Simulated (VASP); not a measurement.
# C (Pm-3m) in VASP: single point with LDA

Aim: the single point of C with LDA.

All numbers are computed with VASP 6.6.1; they aren't measurements. Logs are shortened: lines on timing, memory, paths and dates and some standing lists are left out, and cuts for length are marked.

## Step 1: The cell of the first run

Symmetry: Pm-3m, No. 221, cubic system. The conventional cell has a = 5.963 Å, b = 5.963 Å, c = 5.963 Å, α = 90.00°, β = 90.00°, γ = 90.00°.

## Step 2: Single point, LDA

Contents of INCAR:

```
SYSTEM = C
  ALGO = Normal
  EDIFF = 1E-6
  ENCUT = 520
  GGA = CA
  ISIF = 2
  ISMEAR = -1
  LASPH = .TRUE.
  LCHARG = .FALSE.
  LREAL = .FALSE.
  LWAVE = .FALSE.
  NBANDS = 8
  NELM = 100
  PREC = Accurate
  SIGMA = 0.1
```

Contents of KPOINTS:

```
k-points
0
G
  4 4 4
  0 0 0
```

Contents of POSCAR:

```
C
1.0
    5.9628490000      0.0000000000      0.0000000000
    0.0000000000      5.9628490000      0.0000000000
    0.0000000000      0.0000000000      5.9628490000
C
1
Direct
    0.0000000000      0.0000000000      0.0000000000
```

Potentials or basis: VASP PAW LDA potentials, release 64 (C).

Run with:

```bash
$ cat potpaw_LDA.64/C/POTCAR > POTCAR
$ mpirun -np 1 vasp_std > vasp.out
```

OUTCAR:

```text
SYSTEM = C
   EDIFF = 1E-6
   ENCUT = 520
   GGA = CA
   ISIF = 2
   ISMEAR = -1
   LASPH = .TRUE.
   LREAL = .FALSE.
   NELM = 100
   PREC = Accurate

 ion  position               nearest neighbor table
   1  0.000  0.000  0.000-

  LATTYP: Found a simple cubic cell.
 ALAT       =     5.9628490000

  Lattice vectors:

 A1 = (   5.9628490000,   0.0000000000,   0.0000000000)
 A2 = (   0.0000000000,   5.9628490000,   0.0000000000)
 A3 = (   0.0000000000,   0.0000000000,   5.9628490000)

Analysis of symmetry for initial positions (statically):
=====================================================================
 Subroutine PRICEL returns:
 Original cell was already a primitive cell.

 Routine SETGRP: Setting up the symmetry group for a
 simple cubic supercell.

 Subroutine GETGRP returns: Found 48 space group operations
 (whereof 48 operations were pure point group operations)
 out of a pool of 48 trial point group operations.

The static configuration has the point symmetry O_h .

Analysis of symmetry for dynamics (positions and initial velocities):
=====================================================================
 Subroutine PRICEL returns:
 Original cell was already a primitive cell.

 Routine SETGRP: Setting up the symmetry group for a
 simple cubic supercell.

 Subroutine GETGRP returns: Found 48 space group operations
 (whereof 48 operations were pure point group operations)
 out of a pool of 48 trial point group operations.

The dynamic configuration has the point symmetry O_h .

 Subroutine INISYM returns: Found 48 space group operations
 (whereof 48 operations are pure point group operations),
 and found     1 'primitive' translations

----------------------------------------------------------------------------------------

                                     Primitive cell

  volume of cell :     212.0125

  direct lattice vectors                    reciprocal lattice vectors
     5.962849000  0.000000000  0.000000000     0.167705068  0.000000000  0.000000000
     0.000000000  5.962849000  0.000000000     0.000000000  0.167705068  0.000000000
     0.000000000  0.000000000  5.962849000     0.000000000  0.000000000  0.167705068

  length of vectors
     5.962849000  5.962849000  5.962849000     0.167705068  0.167705068  0.167705068

  position of ions in fractional coordinates (direct lattice)
     0.000000000  0.000000000  0.000000000

  ion indices of the primitive-cell ions
   primitive index   ion index
[... 58 lines left out ...]
   EDIFF  = 0.1E-05   stopping-criterion for ELM
   LREAL  =      F    real-space projection
   EDIFFG = 0.1E-04   stopping-criterion for IOM
   NSW    =      0    number of steps for IOM
   IBRION =     -1    ionic relax: 0-MD 1-quasi-New 2-CG
   NFREE  =      0    steps in history (QN), initial steepest desc. (CG)
   ISIF   =      2    stress and relaxation
   ISYM   =      2    0-nonsym 1-usesym 2-fastsym
   POTIM  = 0.5000    time-step for ionic-motion
   TEBEG  =    0.0;   TEEND  =   0.0 temperature during run
   PSTRESS=    0.0 pullay stress
   NELECT =       4.0000    total number of electrons
   NUPDOWN=      -1.0000    fix difference up-down
   EMIN   =  10.00;   EMAX   =-10.00  energy-range for DOS
   EFERMI =   0.00;   METHOD = LEGACY
   ISMEAR =    -1;   SIGMA  =   0.10  broadening in eV -4-tet -1-fermi 0-gaus
   EFERMI_NEDOS =   21; number of points for ismear=-14 and -15
   IALGO  =     38    algorithm
   IMIX   =      4    mixing-type and parameters
     AMIX     =   0.40;   BMIX     =  1.00
     AMIX_MAG =   1.60;   BMIX_MAG =  1.00
  volume/ion in A,a.u.               =     212.01      1430.73
  Fermi-wavevector in a.u.,A,eV,Ry     =   0.435821  0.823581  2.584284  0.189940
  Thomas-Fermi vector in A             =   1.407692
   LORBIT       =      0    0 simple, 1 ext, 2 COOP (PROOUT), +10 PAW based schemes
   GGA     = CA    functional components
   LHFCALC =     F    Hartree Fock is set to
   AEXX    =    0.0000 exact exchange contribution
   IVDW    =     0    specifies the selected vdW correction
   LEPSILON=     F    determine dielectric tensor
   LRPA    =     F    only Hartree local field effects (RPA)
 non-spin polarized calculation
  energy-cutoff  :      520.00
  volume of cell :      212.01
 maximum number of plane-waves:      5832
 NGX is ok and might be reduce to    48
   NGX = 23   NGY = 23   NGZ = 23

 number of electron       4.0000000 magnetization

 Free energy of the ion-electron system (eV)
  ---------------------------------------------------
  ext. energy  EPLUGINS =         0.00000000
  ---------------------------------------------------
  free energy    TOTEN  =        -0.38999355 eV

  energy without entropy =       -0.01225679  energy(sigma->0) =       -0.20112517

 E-fermi :  -5.0253     XC(G=0):  -2.1691

 val. band max:      -13.1678775499   @ k =   0.5000   0.5000   0.5000
 cond. band min:      -5.0018003385   @ k =   0.5000   0.0000   0.0000
 fundamental gap:      8.1660772114
 Fermi energy:        -5.0253447649

 k-point     1 :       0.0000    0.0000    0.0000
  band No.  band energies     occupation
      1     -13.1771      2.00000
      2      -4.9263      0.54163
      3      -4.9263      0.54163
      4      -4.9263      0.54163
      5      -0.5863      0.00000
      6       2.8781      0.00000
      7       2.8781      0.00000
      8       3.6536      0.00000
[... 89 lines left out ...]
 k-point    10 :       0.5000    0.5000    0.5000
  band No.  band energies     occupation
      1     -13.1679      2.00000
      2      -4.9785      0.77004
      3      -4.9785      0.77004
      4      -4.9785      0.77004
      5       2.2146      0.00000
      6       2.2146      0.00000
      7       2.2146      0.00000
      8       2.5572      0.00000

------------------------ aborting loop because EDIFF is reached ----------------------------------------

  FORCE on cell =-STRESS in cart. coord.  units (eV):
  Direction    XX          YY          ZZ          XY          YZ          ZX
  --------------------------------------------------------------------------------------
  -------------------------------------------------------------------------------------
  Total       -0.0360579     -0.0360579     -0.0360579     -0.0000000      0.0000000     -0.0000000
  in kB       -0.2724897     -0.2724897     -0.2724897     -0.0000000      0.0000000     -0.0000000
  external PRESSURE =      -0.2724897 kB  Pullay stress =       0.0000000 kB

 VOLUME and BASIS-vectors are now :
 -----------------------------------------------------------------------------
  energy-cutoff  :      520.00
  volume of cell :      212.01
      direct lattice vectors                 reciprocal lattice vectors
     5.962849000  0.000000000  0.000000000     0.167705068  0.000000000  0.000000000
     0.000000000  5.962849000  0.000000000     0.000000000  0.167705068  0.000000000
     0.000000000  0.000000000  5.962849000     0.000000000  0.000000000  0.167705068

 POSITION                                       TOTAL-FORCE (eV/Angst)
 -----------------------------------------------------------------------------------
      0.00000      0.00000      0.00000         0.000000      0.000000      0.000000
 -----------------------------------------------------------------------------------
    total drift:                                0.000000      0.000000     -0.000000

  FREE ENERGIE OF THE ION-ELECTRON SYSTEM (eV)
  ---------------------------------------------------
  free  energy   TOTEN  =        -0.3899935532 eV

  energy  without entropy=       -0.0122567936  energy(sigma->0) =       -0.20112517
```

stdout:

```text
POSCAR found type information on POSCAR C
 POSCAR found :  1 types and       1 ions
 scaLAPACK will be used
 LDA part: xc-table for (Slater(with rela. corr.)+CA(PZ))
 , standard interpolation
 POSCAR, INCAR and KPOINTS ok, starting setup
 FFT: planning ... GRIDC
 FFT: planning ... GRID_SOFT
 FFT: planning ... GRID
 WAVECAR not read
 entering main loop
```

It took 7.9 s on 1 thread of Intel Xeon Platinum 8375C at 2.90GHz (Ice Lake), shared host; peak memory 0.22 GiB.

Results:

- Free energy: -0.3900 eV
- Pressure: 0.0 GPa
- Band gap on the k mesh: zero (band 2 reaches -4.93 eV, above the bottom of band 3 at -4.99 eV)

Levels at points of the mesh, in eV from the Fermi level:
```csv
k point,band 1,band 2,band 3,band 4
"(0.00, 0.00, 0.00)",-8.15,0.10,0.10,0.10
"(0.50, 0.00, 0.00)",-8.15,0.02,0.11,0.11
"(0.50, 0.50, 0.00)",-8.15,0.04,0.04,0.11
"(0.50, 0.50, 0.50)",-8.14,0.05,0.05,0.05
```
